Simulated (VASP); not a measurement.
# AlAs (F-43m) in VASP: further runs

The runs below take AlAs through single point, with PBEsol.

Program: VASP 6.6.1. These are calculated values, not measurements. Logs are shortened: lines on timing, memory, paths and dates and some standing lists are left out, and cuts for length are marked.

## (1) The cell of the first run

The structure is cubic, space group F-43m (No. 216). Conventional cell: a = 5.661 Å, b = 5.661 Å, c = 5.661 Å, α = 90.00°, β = 90.00°, γ = 90.00°. Within 3.2 Å of Al (site symmetry -43m) lie 4 As at 2.45 Å. As (site symmetry -43m) has 4 Al at 2.45 Å within 3.2 Å.

## (2) Single point, PBEsol

INCAR

```
SYSTEM = AlAs
  PREC = Accurate
  ENCUT = 500
  EDIFF = 1E-6
  ISMEAR = 0
  SIGMA = 0.01
  LREAL = .FALSE.
  LASPH = .TRUE.
  NELM = 120
  ALGO = Normal
  ISIF = 2
  LWAVE = .FALSE.
  LCHARG = .TRUE.
  GGA = PS
  LELF = .TRUE.
  LVHAR = .TRUE.
  NBANDS = 11
  GGA_COMPAT = .FALSE.
```

KPOINTS

```
regular mesh
0
G
  6 6 6
  0 0 0
```

POSCAR

```
AlAs
1.0
    4.0027900000      0.0000000000      0.0000000000
    2.0013950000      3.4665178260      0.0000000000
    2.0013950000      1.1555059420      3.2682643492
Al As
1 1
Direct
    0.0000000000      0.0000000000      0.0000000000
    0.2500000000      0.2500000000      0.2500000000
```

Potentials or basis: VASP PAW PBE potentials, release 64 (Al, As).

Command:

```sh
$ cat potpaw_PBE.64/Al/POTCAR potpaw_PBE.64/As/POTCAR > POTCAR
$ mpirun -np 1 vasp_std > vasp.out
```

OUTCAR:

```text
SYSTEM = AlAs
   PREC = Accurate
   ENCUT = 500
   EDIFF = 1E-6
   ISMEAR = 0
   LREAL = .FALSE.
   LASPH = .TRUE.
   NELM = 120
   ISIF = 2
   GGA = PS

 ion  position               nearest neighbor table
   1  0.000  0.000  0.000-   2 2.45   2 2.45   2 2.45   2 2.45
   2  0.250  0.250  0.250-   1 2.45   1 2.45   1 2.45   1 2.45

  LATTYP: Found a face centered cubic cell.
 ALAT       =     5.6607999053

  Lattice vectors:

 A1 = (   4.0027900000,   0.0000000000,   0.0000000000)
 A2 = (   2.0013950000,   3.4665178260,   0.0000000000)
 A3 = (   2.0013950000,   1.1555059420,   3.2682643492)

Analysis of symmetry for initial positions (statically):
=====================================================================
 Subroutine PRICEL returns:
 Original cell was already a primitive cell.

 Routine SETGRP: Setting up the symmetry group for a
 face centered cubic supercell.

 Subroutine GETGRP returns: Found 24 space group operations
 (whereof 24 operations were pure point group operations)
 out of a pool of 48 trial point group operations.

The static configuration has the point symmetry T_d .

Analysis of symmetry for dynamics (positions and initial velocities):
=====================================================================
 Subroutine PRICEL returns:
 Original cell was already a primitive cell.

 Routine SETGRP: Setting up the symmetry group for a
 face centered cubic supercell.

 Subroutine GETGRP returns: Found 24 space group operations
 (whereof 24 operations were pure point group operations)
 out of a pool of 48 trial point group operations.

The dynamic configuration has the point symmetry T_d .

 Subroutine INISYM returns: Found 24 space group operations
 (whereof 24 operations are pure point group operations),
 and found     1 'primitive' translations

----------------------------------------------------------------------------------------

                                     Primitive cell

  volume of cell :      45.3496

  direct lattice vectors                    reciprocal lattice vectors
     4.002790000  0.000000000  0.000000000     0.249825747 -0.144236962 -0.101990934
     2.001395000  3.466517826  0.000000000     0.000000000  0.288473924 -0.101990934
     2.001395000  1.155505942  3.268264349     0.000000000  0.000000000  0.305972802

  length of vectors
     4.002790000  4.002790000  4.002790000     0.305972802  0.305972802  0.305972802

  position of ions in fractional coordinates (direct lattice)
     0.000000000  0.000000000  0.000000000
     0.250000000  0.250000000  0.250000000

  ion indices of the primitive-cell ions
   primitive index   ion index
                 1           1
                 2           2

----------------------------------------------------------------------------------------

 KPOINTS: regular mesh

Automatic generation of k-mesh.
 Grid dimensions read from file:
 generate k-points for:    6    6    6

 Generating k-lattice:

  Cartesian coordinates                     Fractional coordinates (reciprocal lattice)
     0.041637624 -0.024039494 -0.016998489     0.166666667 -0.000000000 -0.000000000
     0.000000000  0.048078987 -0.016998489     0.000000000  0.166666667  0.000000000
     0.000000000  0.000000000  0.050995467     0.000000000  0.000000000  0.166666667

  Length of vectors
     0.050995467  0.050995467  0.050995467

  Shift w.r.t. Gamma in fractional coordinates (k-lattice)
     0.000000000  0.000000000  0.000000000

 Subroutine IBZKPT returns following result:
 ===========================================

 Found     16 irreducible k-points:

 Following reciprocal coordinates:
            Coordinates               Weight
  0.000000  0.000000  0.000000      1.000000
  0.166667 -0.000000 -0.000000      8.000000
  0.333333 -0.000000  0.000000      8.000000
  0.500000 -0.000000  0.000000      4.000000
  0.166667  0.166667  0.000000      6.000000
  0.333333  0.166667  0.000000     24.000000
[... 8 lines left out ...]
 -0.333333  0.333333  0.166667     24.000000
 -0.333333  0.500000  0.166667     12.000000
   k-points           NKPTS =     16   k-points in BZ     NKDIM =     16   number of bands    NBANDS=     11
   number of dos      NEDOS =    301   number of ions     NIONS =      2
   total plane-waves  NPLWV =  27000
   dimension x,y,z NGX =    30 NGY =   30 NGZ =   30
   dimension x,y,z NGXF=    60 NGYF=   60 NGZF=   60
   ions per type =               1   1
   NGX,Y,Z   is equivalent  to a cutoff of  12.46, 12.46, 12.46 a.u.
   NGXF,Y,Z  is equivalent  to a cutoff of  24.92, 24.92, 24.92 a.u.
 SYSTEM =  AlAs
   PREC   = accura    normal or accurate (medium, high low for compatibility)
   ISTART =      0    job   : 0-new  1-cont  2-samecut
   ICHARG =      2    charge: 1-file 2-atom 10-const
   ISPIN  =      1    spin polarized calculation?
   LNONCOLLINEAR =      F non collinear calculations
   LSORBIT =      F    spin-orbit coupling
   LASPH  =      T    aspherical Exc in radial PAW
   ENCUT  =  500.0 eV  36.75 Ry    6.06 a.u.   7.30  7.30  7.30*2*pi/ulx,y,z
   NELM   =    120;   NELMIN=  2; NELMDL= -5     # of ELM steps
   EDIFF  = 0.1E-05   stopping-criterion for ELM
   LREAL  =      F    real-space projection
   EDIFFG = 0.1E-04   stopping-criterion for IOM
   NSW    =      0    number of steps for IOM
   IBRION =     -1    ionic relax: 0-MD 1-quasi-New 2-CG
   NFREE  =      0    steps in history (QN), initial steepest desc. (CG)
   ISIF   =      2    stress and relaxation
   ISYM   =      2    0-nonsym 1-usesym 2-fastsym
   POTIM  = 0.5000    time-step for ionic-motion
   TEBEG  =    0.0;   TEEND  =   0.0 temperature during run
   PSTRESS=    0.0 pullay stress
   NELECT =       8.0000    total number of electrons
   NUPDOWN=      -1.0000    fix difference up-down
   EMIN   =  10.00;   EMAX   =-10.00  energy-range for DOS
   EFERMI =   0.00;   METHOD = LEGACY
   ISMEAR =     0;   SIGMA  =   0.01  broadening in eV -4-tet -1-fermi 0-gaus
   EFERMI_NEDOS =   21; number of points for ismear=-14 and -15
   IALGO  =     38    algorithm
   IMIX   =      4    mixing-type and parameters
     AMIX     =   0.40;   BMIX     =  1.00
     AMIX_MAG =   1.60;   BMIX_MAG =  1.00
  volume/ion in A,a.u.               =      22.67       153.02
  Fermi-wavevector in a.u.,A,eV,Ry     =   0.918150  1.735052 11.469706  0.843000
  Thomas-Fermi vector in A             =   2.043199
   LORBIT       =      0    0 simple, 1 ext, 2 COOP (PROOUT), +10 PAW based schemes
   GGA     = PS    functional components
   LHFCALC =     F    Hartree Fock is set to
   AEXX    =    0.0000 exact exchange contribution
   IVDW    =     0    specifies the selected vdW correction
   LEPSILON=     F    determine dielectric tensor
   LRPA    =     F    only Hartree local field effects (RPA)
 non-spin polarized calculation
 Gauss-broadening in eV      SIGMA  =   0.01
  energy-cutoff  :      500.00
  volume of cell :       45.35
 maximum number of plane-waves:      1167
 NGX is ok and might be reduce to    30
   NGX = 15   NGY = 15   NGZ = 15

 number of electron       8.0000000 magnetization

 Free energy of the ion-electron system (eV)
  ---------------------------------------------------
  ext. energy  EPLUGINS =         0.00000000
  ---------------------------------------------------
  free energy    TOTEN  =       -10.05235338 eV

  energy without entropy =      -10.05235338  energy(sigma->0) =      -10.05235338

 E-fermi :   3.9211     XC(G=0):  -9.1934

 val. band max:        3.8077295555   @ k =   0.0000   0.0000   0.0000
 cond. band min:       5.1223377841   @ k =   0.5000   0.5000  -0.0000
 fundamental gap:      1.3146082286
 Fermi energy:         3.9210580959

 k-point     1 :       0.0000    0.0000    0.0000
  band No.  band energies     occupation
      1      -8.0796      2.00000
      2       3.8077      2.00000
      3       3.8077      2.00000
      4       3.8077      2.00000
      5       5.7860      0.00000
      6       8.0665      0.00000
      7       8.0665      0.00000
      8       8.0665      0.00000
      9      12.5151      0.00000
     10      12.7944      0.00000
     11      12.7944      0.00000

 k-point     2 :       0.1667   -0.0000   -0.0000
  band No.  band energies     occupation
      1      -7.8102      2.00000
      2       1.6903      2.00000
      3       3.5435      2.00000
      4       3.5435      2.00000
      5       6.5742      0.00000
      6       8.5026      0.00000
      7       8.5026      0.00000
      8       8.9470      0.00000
      9      11.9816      0.00000
     10      11.9816      0.00000
     11      13.3872      0.00000

 k-point     3 :       0.3333   -0.0000    0.0000
  band No.  band energies     occupation
      1      -7.1276      2.00000
      2      -0.7142      2.00000
      3       3.1426      2.00000
      4       3.1426      2.00000
      5       6.1137      0.00000
      6       8.6247      0.00000
      7       8.6247      0.00000
      8      11.1894      0.00000
      9      12.7983      0.00000
     10      12.7983      0.00000
     11      13.0313      0.00000

 k-point     4 :       0.5000   -0.0000    0.0000
  band No.  band energies     occupation
      1      -6.6509      2.00000
      2      -1.7983      2.00000
      3       2.9812      2.00000
      4       2.9812      2.00000
      5       5.8858      0.00000
      6       8.4348      0.00000
      7       8.4348      0.00000
      8      11.3818      0.00000
      9      14.8690      0.00000
     10      15.3083      0.00000
     11      15.3083      0.00000
[... 127 lines left out ...]
 k-point    14 :       0.5000    0.3333    0.1667
  band No.  band energies     occupation
      1      -6.5992      2.00000
      2      -0.8475      2.00000
      3       1.0563      2.00000
      4       2.1430      2.00000
      5       7.3929      0.00000
      6       8.3065      0.00000
      7       8.8889      0.00000
      8      11.6880      0.00000
      9      13.0151      0.00000
     10      14.4441      0.00000
     11      16.7256      0.00000

 k-point    15 :      -0.3333    0.3333    0.1667
  band No.  band energies     occupation
      1      -6.2362      2.00000
      2      -1.3307      2.00000
      3       0.5979      2.00000
      4       1.7572      2.00000
      5       7.6602      0.00000
      6       8.3272      0.00000
      7      10.4695      0.00000
      8      11.1444      0.00000
      9      12.1112      0.00000
     10      15.2193      0.00000
     11      16.5560      0.00000

 k-point    16 :      -0.3333    0.5000    0.1667
  band No.  band energies     occupation
      1      -6.0749      2.00000
      2      -1.3945      2.00000
      3       0.8376      2.00000
      4       1.0842      2.00000
      5       6.8812      0.00000
      6       7.8622      0.00000
      7      10.8669      0.00000
      8      11.5826      0.00000
      9      14.3343      0.00000
     10      16.0965      0.00000
     11      16.3021      0.00000

------------------------ aborting loop because EDIFF is reached ----------------------------------------

  FORCE on cell =-STRESS in cart. coord.  units (eV):
  Direction    XX          YY          ZZ          XY          YZ          ZX
  --------------------------------------------------------------------------------------
  -------------------------------------------------------------------------------------
  Total        0.2368946      0.2368946      0.2368946     -0.0000000     -0.0000000     -0.0000000
  in kB        8.3693597      8.3693597      8.3693597     -0.0000000     -0.0000000     -0.0000000
  external PRESSURE =       8.3693597 kB  Pullay stress =       0.0000000 kB

 VOLUME and BASIS-vectors are now :
 -----------------------------------------------------------------------------
  energy-cutoff  :      500.00
  volume of cell :       45.35
      direct lattice vectors                 reciprocal lattice vectors
     4.002790000  0.000000000  0.000000000     0.249825747 -0.144236962 -0.101990934
     2.001395000  3.466517826  0.000000000     0.000000000  0.288473924 -0.101990934
     2.001395000  1.155505942  3.268264349     0.000000000  0.000000000  0.305972802

 POSITION                                       TOTAL-FORCE (eV/Angst)
 -----------------------------------------------------------------------------------
      0.00000      0.00000      0.00000        -0.000000      0.000000      0.000000
      2.00140      1.15551      0.81707         0.000000     -0.000000     -0.000000
 -----------------------------------------------------------------------------------
    total drift:                                0.000000      0.000000     -0.000000

  FREE ENERGIE OF THE ION-ELECTRON SYSTEM (eV)
  ---------------------------------------------------
  free  energy   TOTEN  =       -10.0523533820 eV

  energy  without entropy=      -10.0523533820  energy(sigma->0) =      -10.05235338
```

It took 17 s on 1 thread of AMD EPYC 7R13, shared host; peak memory 0.13 GiB.

What came out:

- Free energy: -10.0524 eV
- Pressure: 0.8 GPa
- Band gap on the k mesh: 1.31 eV, indirect (least direct gap 1.98 eV)

Caveat: the PAW data sets were made with another functional, which shifts forces and pressure a little. A k mesh can miss the band edges.

## (3) Single point, PBEsol

INCAR

```
PREC = Accurate
ENCUT = 500
EDIFF = 1E-6
ISMEAR = 0
SIGMA = 0.01
LREAL = False
LASPH = True
NELM = 120
ALGO = Normal
ISIF = 2
LWAVE = False
LCHARG = True
GGA = PS
LELF = True
LVHAR = True
NBANDS = 11
GGA_COMPAT = False
```

KPOINTS

```
regular mesh
0
Gamma
  6 6 6
```

POSCAR is that of step 2.

Potentials or basis: VASP PAW PBE potentials, release 64 (Al, As).

Command:

```sh
$ cat potpaw_PBE.64/Al/POTCAR potpaw_PBE.64/As/POTCAR > POTCAR
$ mpirun -np 1 vasp_std > vasp.out
```

Wall time 17 s (1 thread of AMD EPYC 7R13, shared host); peak memory 0.13 GiB.

Results (log left out):

| Property | Result |
| --- | --- |
| Free energy | -10.0524 eV |
| Pressure | 0.8 GPa |
| Band gap on the k mesh | 1.31 eV, indirect (least direct gap 1.98 eV) |

Levels at points of the mesh, in eV from the valence-band top:
```
           k point  band 2  band 3  band 4  band 5  band 6  band 7
(0.00, 0.00, 0.00)    0.00    0.00    0.00    1.98    4.26    4.26
(0.50, 0.00, 0.00)   -5.61   -0.83   -0.83    2.08    4.63    4.63
(0.50, 0.50, 0.00)   -5.45   -2.19   -2.19    1.31    2.21   10.28
```

Caveat: the PAW data sets were made with another functional, which shifts forces and pressure a little.
